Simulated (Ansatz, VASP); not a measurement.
**BN in VASP and in Ansatz**

File INCAR:

```
ALGO = Normal
EDIFF = 1E-7
ENCUT = 520
GGA = PS
ISIF = 2
ISMEAR = 0
LASPH = T
LCHARG = F
LREAL = F
LWAVE = F
NBANDS = 26
NELM = 100
PREC = Accurate
SIGMA = 0.05
```

File KPOINTS:

```
k-points
0
Gamma
  6 6 10
```

POSCAR

```
BN
1.0
    4.4312000000      0.0000000000      0.0000000000
    0.0000000000      4.4312000000      0.0000000000
    0.0000000000      0.0000000000      2.4619000000
B N
4 4
Direct
    0.1741337327      0.8258662673      0.5000000000
    0.3258662673      0.3258662673      0.0000000000
    0.6741337327      0.6741337327      0.0000000000
    0.8258662673      0.1741337327      0.5000000000
    0.8123909516      0.8123909516      0.5000000000
    0.3123909516      0.6876090484      0.0000000000
    0.6876090484      0.3123909516      0.0000000000
    0.1876090484      0.1876090484      0.5000000000
```

Input for Ansatz:

```yaml
crystal:
  lattice:
    - [4.4312, 0.0, 0.0]
    - [0.0, 4.4312, 0.0]
    - [0.0, 0.0, 2.4619]
  atoms:
    - { symbol: B, position: [0.1741337327, 0.8258662673, 0.5] }
    - { symbol: B, position: [0.3258662673, 0.3258662673, 0.0] }
    - { symbol: B, position: [0.6741337327, 0.6741337327, 0.0] }
    - { symbol: B, position: [0.8258662673, 0.1741337327, 0.5] }
    - { symbol: "N", position: [0.8123909516, 0.8123909516, 0.5] }
    - { symbol: "N", position: [0.3123909516, 0.6876090484, 0.0] }
    - { symbol: "N", position: [0.6876090484, 0.3123909516, 0.0] }
    - { symbol: "N", position: [0.1876090484, 0.1876090484, 0.5] }
basis:
  ecutwfc: 520.0
kpoints:
  mp_grid: { grid: [6, 6, 10] }
hamiltonian:
  xc: pbesol
  pseudopotentials: { kind: paw, azcp: { folder: soft_1 } }
scf:
  occupations: { method: gaussian, width: 0.05 }
output:
  forces: true
  stress: true
  eigenvalues: true
```

Alike in both runs: task single point; functional PBEsol; k mesh 6 × 6 × 10; occupations gaussian, width 0.05 eV; no spin polarisation.

|  | VASP | Ansatz |
| --- | --- | --- |
| version | VASP 6.6.1 | Ansatz 0.2.0 |
| potentials or method | VASP PAW PBE potentials, release 64 (B, N), cutoff 520 eV | scalar-relativistic, plane waves, PAW |
| valence electrons in the cell | 32 | 32 |

Ansatz gave:

* gap on the k mesh at the Fermi level (eV): 4.64
* least direct gap on the mesh (eV): 5.84
* pressure (GPa): 7.6
* traceless stress, the component that is largest in VASP (GPa): 23.46
* rms of the force components (eV/Å): 0.163

Estimate VASP's values.

gap on the k mesh at the Fermi level (eV): 4.63; least direct gap on the mesh (eV): 5.82; pressure (GPa): 8.4; traceless stress, the component that is largest in VASP (GPa): 23.76; rms of the force components (eV/Å): 0.169.

VASP's potentials were made for PBE, not for PBEsol, and Ansatz warns of the same on its side. Atom by atom the forces differ by 0.008 eV/Å (rms over components).
